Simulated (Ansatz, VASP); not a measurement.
**Two plane-wave programs on TiB2**

```
Ti B
1.0
     3.02471    0.00000    0.00000
    -1.51235    2.61947    0.00000
     0.00000    0.00000    3.22296
Ti B
1 2
Direct
  0.00000 0.00000 0.00000
  0.33333 0.66667 0.50000
  0.66667 0.33333 0.50000
```

Alike in both runs: functional r2SCAN; k mesh 12 × 12 × 10; occupations fermi-dirac, width 0.08 eV; no spin polarisation.

Ansatz relaxed the structure, and its values are those at the end. VASP's run is a single point on that final structure, the one shown.

```csv
,VASP,Ansatz
version,VASP 6.6.1,Ansatz 0.2.0
potentials or method,"VASP PAW PBE potentials, release 64 (Ti_sv, B)","PAW with Ansatz's default frozen-core files, scalar-relativistic"
plane-wave cutoff (eV),520,500
valence electrons in the cell,18,18
```

```tsv
	VASP	Ansatz	Ansatz less VASP
pressure (GPa)	0.8	0.0	-0.83
```

VASP's potentials were made for PBE, not for r2SCAN.
